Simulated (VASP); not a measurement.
Input of a VASP 6.6.1 run:

INCAR

```
PREC     = Accurate       # precision mode
ENCUT    = 600            # plane-wave cutoff, eV
EDIFF    = 1E-6           # SCF threshold, eV
ISMEAR   = 0              # smearing method
SIGMA    = 0.1            # smearing width, eV
LREAL    = F              # projectors in reciprocal space
LASPH    = T              # aspherical terms in the spheres
NELM     = 80             # most SCF steps
ALGO     = Normal         # electronic algorithm
ISIF     = 8              # what is computed and relaxed
LWAVE    = F              # write WAVECAR
LCHARG   = F              # write CHGCAR
IBRION   = 2              # ionic algorithm
NSW      = 80             # ionic steps
EDIFFG   = -0.02          # ionic threshold
```

The input KPOINTS:

```
Automatic mesh
0
Gamma
  9 9 4
```

File POSCAR:

```
Cd
1.0
    2.9788700000      0.0000000000      0.0000000000
   -1.4894350000      2.5797770000      0.0000000000
    0.0000000000      0.0000000000      5.6176500000
Cd
2
Direct
    0.3333333333      0.6666666667      0.2500000000
    0.6666666667      0.3333333333      0.7500000000
```

Potentials or basis: VASP PAW LDA potentials, release 64 (Cd).

Run with:

```bash
$ cat potpaw_LDA.64/Cd/POTCAR > POTCAR
$ mpirun -np 1 vasp_std > vasp.out
```

(1) Estimate the space group after relaxing (to 0.05 Å).

(2) Estimate the band gap on the k mesh.

## Answers

(1) P6_3/mmc (No. 194).

(2) zero (band 12 reaches 4.27 eV, above the bottom of band 13 at 0.20 eV).
